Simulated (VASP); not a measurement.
# BAs (I-4m2) in VASP: a series of runs

BAs is run at these levels: LDA; tasks: single point.

Everything below comes from runs of VASP 6.6.1. Logs are shortened: lines on timing, memory, paths and dates and some standing lists are left out, and cuts for length are marked.

## (1) The cell of the first run

Symmetry: I-4m2, No. 119, tetragonal system. The conventional cell has a = 3.095 Å, b = 3.095 Å, c = 5.690 Å, α = 90.00°, β = 90.00°, γ = 90.00°. B (site symmetry -4m2) has 4 As at 2.10 Å within 2.8 Å. Within 2.8 Å of As (site symmetry -4m2) lie 4 B at 2.10 Å.

## (2) Single point, LDA

INCAR reads:

```
SYSTEM = BAs
PREC     = Accurate       ! precision mode
ENCUT    = 520            ! plane-wave cutoff, eV
EDIFF    = 1E-6           ! SCF threshold, eV
ISMEAR   = -1             ! smearing method
SIGMA    = 0.2            ! smearing width, eV
LREAL    = .FALSE.        ! projectors in reciprocal space
LASPH    = .TRUE.         ! aspherical terms in the spheres
NELM     = 60             ! most SCF steps
ALGO     = Normal         ! electronic algorithm
ISIF     = 2              ! what is computed and relaxed
LWAVE    = .FALSE.        ! write WAVECAR
LCHARG   = .FALSE.        ! write CHGCAR
NBANDS   = 11             ! bands
```

KPOINTS reads:

```
regular mesh
0
G
  12 12 12
  0 0 0
```

POSCAR reads:

```
BAs
1.0
    0.0000000000      2.1884877912      2.8450341286
    2.1884877912      0.0000000000      2.8450341286
    2.1884877912      2.1884877912      0.0000000000
B As
1 1
Direct
    0.0000000000      0.0000000000      0.0000000000
    0.7500000000      0.7500000000      0.7500000000
```

Potentials or basis: VASP PAW LDA potentials, release 64 (B, As).

Launch:

```bash
> cat potpaw_LDA.64/B/POTCAR potpaw_LDA.64/As/POTCAR > POTCAR
> mpirun -np 1 vasp_std > vasp.out
```

OUTCAR:

```text
SYSTEM = BAs
   PREC = Accurate
   ENCUT = 520
   EDIFF = 1E-6
   ISMEAR = -1
   LREAL = .FALSE.
   LASPH = .TRUE.
   NELM = 60
   ISIF = 2

 ion  position               nearest neighbor table
   1  0.000  0.000  0.000-   2 2.10   2 2.10   2 2.10   2 2.10
   2  0.750  0.750  0.750-   1 2.10   1 2.10   1 2.10   1 2.10

  LATTYP: Found a body centered tetragonal cell.
 ALAT       =     3.0949891154
 C/A-ratio  =     1.8384776311

  Lattice vectors:

 A1 = (  -2.1884877912,   0.0000000000,   2.8450341286)
 A2 = (   2.1884877912,   0.0000000000,   2.8450341286)
 A3 = (   0.0000000000,   2.1884877912,  -2.8450341286)

Analysis of symmetry for initial positions (statically):
=====================================================================
 Subroutine PRICEL returns:
 Original cell was already a primitive cell.

 Routine SETGRP: Setting up the symmetry group for a
 body centered tetragonal supercell.

 Subroutine GETGRP returns: Found  8 space group operations
 (whereof  8 operations were pure point group operations)
 out of a pool of 16 trial point group operations.

The static configuration has the point symmetry D_2d.

Analysis of symmetry for dynamics (positions and initial velocities):
=====================================================================
 Subroutine PRICEL returns:
 Original cell was already a primitive cell.

 Routine SETGRP: Setting up the symmetry group for a
 body centered tetragonal supercell.

 Subroutine GETGRP returns: Found  8 space group operations
 (whereof  8 operations were pure point group operations)
 out of a pool of 16 trial point group operations.

The dynamic configuration has the point symmetry D_2d.

 Subroutine INISYM returns: Found  8 space group operations
 (whereof  8 operations are pure point group operations),
 and found     1 'primitive' translations

----------------------------------------------------------------------------------------

                                     Primitive cell

  volume of cell :      27.2525

  direct lattice vectors                    reciprocal lattice vectors
     0.000000000  2.188487791  2.845034129    -0.228468261  0.228468261  0.175744816
     2.188487791  0.000000000  2.845034129     0.228468261 -0.228468261  0.175744816
     2.188487791  2.188487791  0.000000000     0.228468261  0.228468261 -0.175744816

  length of vectors
     3.589386856  3.589386856  3.094989115     0.367806652  0.367806652  0.367806652

  position of ions in fractional coordinates (direct lattice)
     0.000000000  0.000000000  0.000000000
     0.750000000  0.750000000  0.750000000

  ion indices of the primitive-cell ions
   primitive index   ion index
                 1           1
                 2           2

----------------------------------------------------------------------------------------

 KPOINTS: regular mesh

Automatic generation of k-mesh.
 Grid dimensions read from file:
 generate k-points for:   12   12   12

 Generating k-lattice:

  Cartesian coordinates                     Fractional coordinates (reciprocal lattice)
    -0.019039022  0.019039022  0.014645401     0.083333333  0.000000000  0.000000000
     0.019039022 -0.019039022  0.014645401     0.000000000  0.083333333  0.000000000
     0.019039022  0.019039022 -0.014645401    -0.000000000 -0.000000000  0.083333333

  Length of vectors
     0.030650554  0.030650554  0.030650554

  Shift w.r.t. Gamma in fractional coordinates (k-lattice)
     0.000000000  0.000000000  0.000000000

 Subroutine IBZKPT returns following result:
 ===========================================

 Found    163 irreducible k-points:

 Following reciprocal coordinates:
            Coordinates               Weight
  0.000000  0.000000  0.000000      1.000000
  0.083333  0.000000  0.000000      8.000000
  0.166667  0.000000  0.000000      8.000000
  0.250000  0.000000  0.000000      8.000000
  0.333333  0.000000  0.000000      8.000000
  0.416667 -0.000000  0.000000      8.000000
[... 16 lines left out ...]
  0.500000  0.166667  0.000000      8.000000
 -0.416667  0.166667  0.000000      8.000000
 [... further k-points ...]
   k-points           NKPTS =    163   k-points in BZ     NKDIM =    163   number of bands    NBANDS=     11
   number of dos      NEDOS =    301   number of ions     NIONS =      2
   total plane-waves  NPLWV =  18816
   dimension x,y,z NGX =    28 NGY =   28 NGZ =   24
   dimension x,y,z NGXF=    56 NGYF=   56 NGZF=   48
   ions per type =               1   1
   NGX,Y,Z   is equivalent  to a cutoff of  12.97, 12.97, 12.89 a.u.
   NGXF,Y,Z  is equivalent  to a cutoff of  25.94, 25.94, 25.78 a.u.
 SYSTEM =  BAs
   PREC   = accura    normal or accurate (medium, high low for compatibility)
   ISTART =      0    job   : 0-new  1-cont  2-samecut
   ICHARG =      2    charge: 1-file 2-atom 10-const
   ISPIN  =      1    spin polarized calculation?
   LNONCOLLINEAR =      F non collinear calculations
   LSORBIT =      F    spin-orbit coupling
   LASPH  =      T    aspherical Exc in radial PAW
   ENCUT  =  520.0 eV  38.22 Ry    6.18 a.u.   6.67  6.67  5.75*2*pi/ulx,y,z
   NELM   =     60;   NELMIN=  2; NELMDL= -5     # of ELM steps
   EDIFF  = 0.1E-05   stopping-criterion for ELM
   LREAL  =      F    real-space projection
   EDIFFG = 0.1E-04   stopping-criterion for IOM
   NSW    =      0    number of steps for IOM
   IBRION =     -1    ionic relax: 0-MD 1-quasi-New 2-CG
   NFREE  =      0    steps in history (QN), initial steepest desc. (CG)
   ISIF   =      2    stress and relaxation
   ISYM   =      2    0-nonsym 1-usesym 2-fastsym
   POTIM  = 0.5000    time-step for ionic-motion
   TEBEG  =    0.0;   TEEND  =   0.0 temperature during run
   PSTRESS=    0.0 pullay stress
   NELECT =       8.0000    total number of electrons
   NUPDOWN=      -1.0000    fix difference up-down
   EMIN   =  10.00;   EMAX   =-10.00  energy-range for DOS
   EFERMI =   0.00;   METHOD = LEGACY
   ISMEAR =    -1;   SIGMA  =   0.20  broadening in eV -4-tet -1-fermi 0-gaus
   EFERMI_NEDOS =   21; number of points for ismear=-14 and -15
   IALGO  =     38    algorithm
   IMIX   =      4    mixing-type and parameters
     AMIX     =   0.40;   BMIX     =  1.00
     AMIX_MAG =   1.60;   BMIX_MAG =  1.00
  volume/ion in A,a.u.               =      13.63        91.95
  Fermi-wavevector in a.u.,A,eV,Ry     =   1.088018  2.056057 16.106360  1.183784
  Thomas-Fermi vector in A             =   2.224191
   LORBIT       =      0    0 simple, 1 ext, 2 COOP (PROOUT), +10 PAW based schemes
   GGA     = CA    functional components
   LHFCALC =     F    Hartree Fock is set to
   AEXX    =    0.0000 exact exchange contribution
   IVDW    =     0    specifies the selected vdW correction
   LEPSILON=     F    determine dielectric tensor
   LRPA    =     F    only Hartree local field effects (RPA)
 non-spin polarized calculation
  energy-cutoff  :      520.00
  volume of cell :       27.25
 maximum number of plane-waves:       751
   NGX = 13   NGY = 13   NGZ = 11

 number of electron       8.0000000 magnetization

 Free energy of the ion-electron system (eV)
  ---------------------------------------------------
  ext. energy  EPLUGINS =         0.00000000
  ---------------------------------------------------
  free energy    TOTEN  =       -11.96076274 eV

  energy without entropy =      -11.90493412  energy(sigma->0) =      -11.93284843

 E-fermi :   6.7486     XC(G=0): -10.8431

 val. band max:        6.7457416628   @ k =   0.0833   0.0833   0.0000
 cond. band min:       6.7886239524   @ k =   0.5000   0.0000   0.4167
 fundamental gap:      0.0428822896
 Fermi energy:         6.7486201100

 k-point     1 :       0.0000    0.0000    0.0000
  band No.  band energies     occupation
      1      -9.1642      2.00000
      2       4.0113      2.00000
      3       7.3167      0.11037
      4       7.3167      0.11037
      5       9.3300      0.00000
      6       9.3390      0.00000
      7       9.3390      0.00000
      8      10.8403      0.00000
      9      15.7059      0.00000
     10      15.9611      0.00000
     11      16.8938      0.00000

 k-point     2 :       0.0833    0.0000    0.0000
  band No.  band energies     occupation
      1      -9.0462      2.00000
      2       3.7099      2.00000
      3       6.3265      1.78389
      4       7.1507      0.23623
      5       8.9325      0.00004
      6       9.6439      0.00000
      7       9.9170      0.00000
      8      11.4578      0.00000
      9      15.5521      0.00000
     10      16.4168      0.00000
     11      17.8612      0.00000

 k-point     3 :       0.1667    0.0000    0.0000
  band No.  band energies     occupation
      1      -8.6961      2.00000
      2       2.7887      2.00000
      3       4.8357      1.99986
      4       6.8448      0.76416
      5       8.2602      0.00104
      6      10.3295      0.00000
      7      10.7921      0.00000
      8      12.4130      0.00000
      9      15.8323      0.00000
     10      17.5056      0.00000
     11      19.9083      0.00000

 k-point     4 :       0.2500    0.0000    0.0000
  band No.  band energies     occupation
      1      -8.1286      2.00000
      2       1.2684      2.00000
      3       3.8250      2.00000
      4       6.5852      1.38721
      5       7.5876      0.02970
      6      11.0891      0.00000
      7      11.6578      0.00000
      8      13.2116      0.00000
      9      16.5150      0.00000
     10      18.9587      0.00000
     11      19.1129      0.00000
[... 239 lines left out ...]
 k-point    22 :       0.4167    0.1667    0.0000
  band No.  band energies     occupation
      1      -7.1719      2.00000
      2      -0.8354      2.00000
      3       1.8984      2.00000
      4       5.3564      1.99811
      5       9.8187      0.00000
      6      11.3434      0.00000
      7      13.3813      0.00000
      8      15.0901      0.00000
      9      16.5570      0.00000
     10      19.4877      0.00000
     11      21.0839      0.00000

 k-point    23 :       0.5000    0.1667    0.0000
  band No.  band energies     occupation
      1      -6.4083      2.00000
      2      -1.7621      2.00000
      3       1.1117      2.00000
      4       5.5393      1.99528
      5       9.4360      0.00000
      6      11.6066      0.00000
      7      13.3479      0.00000
      8      15.4586      0.00000
      9      18.0723      0.00000
     10      20.0044      0.00000
     11      20.7507      0.00000

 k-point    24 :      -0.4167    0.1667    0.0000
  band No.  band energies     occupation
      1      -5.9688      2.00000
      2      -2.2263      2.00000
      3       0.8438      2.00000
      4       5.8610      1.97664
      5       9.1704      0.00001
      6      12.0040      0.00000
      7      12.9742      0.00000
      8      14.6547      0.00000
      9      18.4946      0.00000
     10      19.4018      0.00000
     11      20.3225      0.00000

 [... further k-points ...]
[... 5 lines left out ...]
  --------------------------------------------------------------------------------------
  -------------------------------------------------------------------------------------
  Total        3.2862340      3.2862340     -7.8094302      0.0000000      0.0000000      0.0000000
  in kB      193.1983171    193.1983171   -459.1178715      0.0000000      0.0000000      0.0000000
  external PRESSURE =     -24.2404125 kB  Pullay stress =       0.0000000 kB

 VOLUME and BASIS-vectors are now :
 -----------------------------------------------------------------------------
  energy-cutoff  :      520.00
  volume of cell :       27.25
      direct lattice vectors                 reciprocal lattice vectors
     0.000000000  2.188487791  2.845034129    -0.228468261  0.228468261  0.175744816
     2.188487791  0.000000000  2.845034129     0.228468261 -0.228468261  0.175744816
     2.188487791  2.188487791  0.000000000     0.228468261  0.228468261 -0.175744816

 POSITION                                       TOTAL-FORCE (eV/Angst)
 -----------------------------------------------------------------------------------
      0.00000      0.00000      0.00000         0.000000      0.000000      0.000000
      3.28273      3.28273      4.26755        -0.000000     -0.000000     -0.000000
 -----------------------------------------------------------------------------------
    total drift:                                0.000000      0.000000     -0.000000

  FREE ENERGIE OF THE ION-ELECTRON SYSTEM (eV)
  ---------------------------------------------------
  free  energy   TOTEN  =       -11.9607627391 eV

  energy  without entropy=      -11.9049341249  energy(sigma->0) =      -11.93284843
```

Run time: 35 s. Hardware: 1 thread of Intel Xeon 6975P-C (Granite Rapids), shared host; peak memory 0.17 GiB.

What came out:

| Item | Value |
| --- | --- |
| Free energy | -11.9608 eV |
| Pressure | -2.4 GPa |
| Band gap on the k mesh | zero (band 4 reaches 7.32 eV, above the bottom of band 5 at 6.47 eV) |

## (3) Single point, LDA

This run uses another cell than the first one, of the same volume but with other edges.

INCAR reads:

```
ALGO     = Normal         # electronic algorithm
EDIFF    = 1E-6           # SCF threshold, eV
ENCUT    = 520            # plane-wave cutoff, eV
GGA      = CA             # functional
ISIF     = 2              # what is computed and relaxed
ISMEAR   = -1             # smearing method
LASPH    = T              # aspherical terms in the spheres
LCHARG   = T              # write CHGCAR
LELF     = T              # ELF
LREAL    = F              # projectors in reciprocal space
LVHAR    = T            
LWAVE    = F              # write WAVECAR
NBANDS   = 11             # bands
NELM     = 80             # most SCF steps
PREC     = Accurate       # precision mode
SIGMA    = 0.2            # smearing width, eV
```

KPOINTS reads:

```
k-points
0
Gamma
  12 12 12
```

POSCAR reads:

```
BAs
1.0
    0.0000000000      2.4558168217      2.2593514759
    2.4558168217      0.0000000000      2.2593514759
    2.4558168217      2.4558168217      0.0000000000
B As
1 1
Direct
    0.0000000000      0.0000000000      0.0000000000
    0.7500000000      0.7500000000      0.7500000000
```

Potentials or basis: VASP PAW LDA potentials, release 64 (B, As).

Launch:

```bash
> cat potpaw_LDA.64/B/POTCAR potpaw_LDA.64/As/POTCAR > POTCAR
> mpirun -np 1 vasp_std > vasp.out
```

Wall time 45 s (1 thread of Intel Xeon 6975P-C (Granite Rapids), shared host); peak memory 0.17 GiB.

Results (log left out):

| Item | Value |
| --- | --- |
| Free energy | -12.8489 eV |
| Pressure | -3.2 GPa |
| Band gap on the k mesh | zero (band 4 reaches 6.65 eV, above the bottom of band 5 at 6.59 eV) |

Stress tensor (GPa, compression positive):
```
-8.06  0.00  0.00
 0.00 -8.06  0.00
 0.00  0.00  6.50
```

Levels at points of the mesh, in eV from the Fermi level:
| k point | band 2 | band 3 | band 4 | band 5 | band 6 | band 7 |
| --- | --- | --- | --- | --- | --- | --- |
| (0.00, 0.00, 0.00) | -0.62 | -0.62 | 0.11 | 2.56 | 3.10 | 3.10 |
| (0.50, 0.00, 0.00) | -9.12 | -2.64 | -1.73 | 2.01 | 4.03 | 5.04 |
| (0.50, 0.50, 0.00) | -8.32 | -4.95 | -4.95 | 0.31 | 0.43 | 10.87 |
| (0.50, 0.00, 0.50) | -9.02 | -4.21 | -4.09 | 1.34 | 1.40 | 10.07 |

## (4) Single point, LDA

This run uses another cell than the first one, of the same volume but with other edges.

INCAR reads:

```
SYSTEM = BAs
  ALGO = Normal
  EDIFF = 1E-7
  ENCUT = 520
  GGA = CA
  ISIF = 2
  ISMEAR = -1
  LASPH = .TRUE.
  LCHARG = .FALSE.
  LREAL = .FALSE.
  LWAVE = .FALSE.
  NBANDS = 11
  NELM = 80
  PREC = Accurate
  SIGMA = 0.2
```

KPOINTS reads:

```
k-points
0
G
  12 12 12
  0 0 0
```

POSCAR reads:

```
BAs
1.0
    0.0000000000      2.3138099477      2.5451909425
    2.3138099477      0.0000000000      2.5451909425
    2.3138099477      2.3138099477      0.0000000000
B As
1 1
Direct
    0.0000000000      0.0000000000      0.0000000000
    0.7500000000      0.7500000000      0.7500000000
```

Launch:

```bash
> cat potpaw_LDA.64/B/POTCAR potpaw_LDA.64/As/POTCAR > POTCAR
> mpirun -np 1 vasp_std > vasp.out
```

Wall time 37 s (1 thread of Intel Xeon 6975P-C (Granite Rapids), shared host); peak memory 0.17 GiB.

Results (log left out):

| Property | Result |
| --- | --- |
| Free energy | -12.8064 eV |
| Pressure | -3.1 GPa |
| Band gap on the k mesh | 0.41 eV, indirect (least direct gap 2.77 eV) |

Stress tensor (GPa, compression positive):
```
  4.28   0.00   0.00
  0.00   4.28   0.00
  0.00   0.00 -17.92
```

Levels at points of the mesh, in eV from the valence-band top:
| k point | band 2 | band 3 | band 4 | band 5 | band 6 | band 7 |
| --- | --- | --- | --- | --- | --- | --- |
| (0.00, 0.00, 0.00) | -1.03 | 0.00 | 0.00 | 2.76 | 2.76 | 3.36 |
| (0.50, 0.00, 0.00) | -9.08 | -2.75 | -1.54 | 1.84 | 4.57 | 4.81 |
| (0.50, 0.50, 0.00) | -9.25 | -3.78 | -3.78 | 1.82 | 1.84 | 10.76 |
| (0.50, 0.00, 0.50) | -8.50 | -4.76 | -4.58 | 0.63 | 0.76 | 9.93 |

 A k mesh can miss the band edges.

## (5) Summary

```csv
cell,gap on the mesh (eV),pressure (GPa)
"a = 3.589, b = 3.589, c = 3.095 Å, angles 64.5, 64.5, 51.1°, 2 atoms",none,-2.4
"a = 3.337, b = 3.337, c = 3.473 Å, angles 58.6, 58.6, 62.7°, 2 atoms",none,-3.2
"a = 3.440, b = 3.440, c = 3.272 Å, angles 61.6, 61.6, 56.8°, 2 atoms",0.41,-3.1
```

Alike in all rows: task single point; level LDA; potentials or basis VASP PAW LDA potentials, release 64 (B, As); no spin polarisation; k mesh 12 × 12 × 12; cutoff (eV) 520; smearing fermi-dirac 0.2 eV.

Total energies depend on the potentials used, so only differences within one code and one set of settings carry meaning.
